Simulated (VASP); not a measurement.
Runs of VASP 6.6.1 on WC. The structure is that of space group P-6m2 (No. 187), or close to it. The cells are those of the table. 

```csv
task,level,potentials or basis,cell,k mesh,cutoff (eV),gap on the mesh (eV),pressure (GPa),relaxed volume (Å³/atom)
single point,r2SCAN,"VASP PAW PBE potentials, release 64 (W_sv, C_h)","a = 2.932, b = 2.932, c = 2.855 Å, angles 90.0, 90.0, 120.0°, 2 atoms",13 × 13 × 12,1430,none,-6.2,-
relaxation of cell and atoms,LDA,"VASP PAW LDA potentials, release 64 (W_sv, C)","relaxed from a = 2.906, b = 2.907, c = 2.837 Å, angles 90.0, 90.0, 120.0°, 2 atoms",12 × 12 × 11,600,none,0.1,10.19
single point,r2SCAN,"VASP PAW PBE potentials, release 64 (W_sv, C_h)","a = 2.913, b = 2.913, c = 2.836 Å, angles 90.0, 90.0, 120.0°, 2 atoms",13 × 13 × 12,1430,none,1.7,-
relaxation of cell and atoms,PBE,"VASP PAW PBE potentials, release 64 (W_sv, C)","relaxed from a = 2.906, b = 2.907, c = 2.837 Å, angles 90.0, 90.0, 120.0°, 2 atoms",12 × 12 × 11,600,none,0.1,10.55
relaxation of the atoms,r2SCAN,"VASP PAW PBE potentials, release 64 (W_sv, C)","atoms relaxed from a = 2.932, b = 2.932, c = 2.855 Å, angles 90.0, 90.0, 120.0°, 2 atoms",13 × 13 × 12,520,none,-6.2,-
single point,r2SCAN,"VASP PAW PBE potentials, release 64 (W_sv, C_h)","a = 2.951, b = 2.951, c = 2.873 Å, angles 90.0, 90.0, 120.0°, 2 atoms",13 × 13 × 12,1430,none,(b),-
single point,r2SCAN,"VASP PAW PBE potentials, release 64 (W_sv, C_h)","a = 2.893, b = 2.893, c = 2.817 Å, angles 90.0, 90.0, 120.0°, 2 atoms",13 × 13 × 12,1430,none,(a),-
relaxation of cell and atoms,r2SCAN,"VASP PAW PBE potentials, release 64 (W_sv, C)","relaxed from a = 2.906, b = 2.907, c = 2.837 Å, angles 90.0, 90.0, 120.0°, 2 atoms",12 × 12 × 11,600,none,0.0,10.46
```

Alike in all rows: no spin polarisation; smearing fermi-dirac 0.1 eV.

Fill in the values left out.

(a) 10.3; (b) -13.2.

Caveats: spin-orbit coupling is left out, which moves the levels of the heavy elements; the PAW data sets were made with another functional, which shifts forces and pressure a little (at least some runs); the cell stands under tension (at least some runs); the cell stands under pressure (at least some runs).

A k mesh can miss the band edges, and the runs leave out spin-orbit coupling on W.

A gap of «none» marks levels without a gap at the run's occupations.
